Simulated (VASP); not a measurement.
Wanted: the native input for a VASP 6.6.1 run.

```
Task                   : single point
Functional             : PBE
Dispersion             : D3(BJ)
Potentials or basis    : VASP PAW PBE potentials, release 64 (Cs_sv, Li_sv, Cr_pv, Te, S)
Cutoff                 : 520 eV
k mesh                 : 6 × 6 × 1
Occupations            : fermi-dirac, width 0.05 eV
Spin                   : collinear spin, ferromagnetic start
Starting moments       : [0.0, 0.0, 3.0, 3.0, 0.0, 0.0, 0.0, 0.0, 0.0] μB
Dipole correction      : no
Further INCAR settings : ALGO = Normal; EDIFF = 1e-06; NBANDS = 47
```

The structure of CsLiCr2Te2S3 lies in POSCAR:

```
CsLiCr2Te2S3
1.0
    3.5694875371      0.0000000000      0.0000000000
   -1.7847437686      3.0912668856      0.0000000000
    0.0000000000      0.0000000000     17.9422129392
Cs Li Cr Te S
1 1 2 2 3
Direct
    0.0000000000      0.0000000000      0.3870412589
    0.6666666667      0.3333333333      0.0162041141
    0.0000000000      0.0000000000      0.8533756346
    0.3333333333      0.6666666667      0.1710597801
    0.3333333333      0.6666666667      0.5596582168
    0.6666666667      0.3333333333      0.7513711690
    0.0000000000      0.0000000000      0.0988958319
    0.3333333333      0.6666666667      0.9219371150
    0.6666666667      0.3333333333      0.2404668795
```

These files were run (other wordings do the same):

INCAR

```
ALGO = Normal ; EDIFF = 1E-6
ENCUT = 520 ; GGA = PE
ISIF = 2 ; ISMEAR = -1
ISPIN = 2 ; IVDW = 12
LASPH = True ; LCHARG = False
LMAXMIX = 4 ; LORBIT = 11
LREAL = False ; LWAVE = False
MAGMOM = 0 0 3 3 0 0 0 0 0 ; NBANDS = 47
NELM = 150 ; PREC = Accurate
SIGMA = 0.05
```

KPOINTS

```
k-points
0
Gamma
  6 6 1
```

Potentials or basis: VASP PAW PBE potentials, release 64 (Cs_sv, Li_sv, Cr_pv, Te, S).

Run with:

```bash
$ cat potpaw_PBE.64/Cs_sv/POTCAR potpaw_PBE.64/Li_sv/POTCAR potpaw_PBE.64/Cr_pv/POTCAR potpaw_PBE.64/Te/POTCAR potpaw_PBE.64/S/POTCAR > POTCAR
$ mpirun -np 1 vasp_std > vasp.out
```

It gave:

```yaml
Largest_force: 0.019 eV/Å
Net_moment: 5.82 μB per cell
Site_moments: Cs +0.00; Li -0.00; Cr +2.85, +2.91; Te +0.04, -0.14; S -0.05, -0.07 (each value once) μB
Valence_electrons_inside_the_program's_atomic_spheres: Cs 6.62; Li 2.05; Cr 10.63, 10.61; Te 3.26, 3.36; S 3.77, 3.75, 3.76
Dispersion_energy_per_atom: -0.381 eV
```

Caveat: only a ferromagnetic start was run, and an antiferromagnetic order may lie lower in energy.

Run time: 3.5 min on 1 thread of AMD EPYC 9R45 96-Core Processor (Zen 5) (shared host), peak memory 0.44 GiB.
